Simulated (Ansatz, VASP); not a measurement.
ZnS: VASP beside Ansatz

The input INCAR:

```
PREC = Accurate ; ENCUT = 520
EDIFF = 1E-6 ; ISMEAR = 0
SIGMA = 0.05 ; LREAL = F
LASPH = T ; NELM = 60
ALGO = Normal ; ISIF = 2
LWAVE = F ; LCHARG = F
GGA = PE ; NBANDS = 46
```

KPOINTS

```
regular mesh
0
Gamma
  12 12 2
```

POSCAR

```
ZnS
1.0
    3.8467234448      0.0000000000      0.0000000000
   -1.9233617224      3.3313602246      0.0000000000
    0.0000000000      0.0000000000     12.5902250307
Zn S
4 4
Direct
    0.0000000000      0.0000000000      0.0000503469
    0.0000000000      0.0000000000      0.5000503469
    0.3333333333      0.6666666667      0.2500245139
    0.6666666667      0.3333333333      0.7500245139
    0.0194229254     -0.0530644192      0.1872896977
    0.0000000000      0.0000000000      0.6872896977
    0.3333333333      0.6666666667      0.4376354415
    0.6666666667      0.3333333333      0.9376354415
```

Input for Ansatz:

```yaml
crystal:
  lattice:
    - [3.8467234448, 0.0, 0.0]
    - [-1.9233617224, 3.3313602246, 0.0]
    - [0.0, 0.0, 12.5902250307]
  atoms:
    - { symbol: Zn, position: [0.0, 0.0, 5.03469e-05] }
    - { symbol: Zn, position: [0.0, 0.0, 0.5000503469] }
    - { symbol: Zn, position: [0.3333333333, 0.6666666667, 0.2500245139] }
    - { symbol: Zn, position: [0.6666666667, 0.3333333333, 0.7500245139] }
    - { symbol: S, position: [0.0194229254, -0.0530644192, 0.1872896977] }
    - { symbol: S, position: [0.0, 0.0, 0.6872896977] }
    - { symbol: S, position: [0.3333333333, 0.6666666667, 0.4376354415] }
    - { symbol: S, position: [0.6666666667, 0.3333333333, 0.9376354415] }
basis:
  ecutwfc: 420
kpoints:
  mp_grid: { grid: [12, 12, 2] }
hamiltonian:
  xc: pbe
scf:
  occupations: { method: gaussian, width: 0.05 }
output:
  forces: true
  stress: true
  eigenvalues: true
```

Alike in both runs: task single point; functional PBE; k mesh 12 × 12 × 2; occupations gaussian, width 0.05 eV; no spin polarisation.

```csv
,VASP,Ansatz
version,VASP 6.6.1,Ansatz 0.2.0
potentials or method,"VASP PAW PBE potentials, release 64 (Zn, S), cutoff 520 eV","scalar-relativistic, plane waves, PAW"
valence electrons in the cell,72,72
```

|  | VASP | Ansatz | Ansatz less VASP |
| --- | --- | --- | --- |
| gap on the k mesh at the Fermi level (eV) | 1.98 | 1.98 | -0.005 |
| least direct gap on the mesh (eV) | 1.98 | 1.98 | -0.005 |
| pressure (GPa) | 0.8 | 0.6 | -0.14 |
| traceless stress, the component that is largest in VASP (GPa) | -1.14 | -1.13 | +0.009 |
| rms of the force components (eV/Å) | 0.598 | 0.595 | -0.0032 |

Atom by atom the forces differ by 0.003 eV/Å (rms over components).
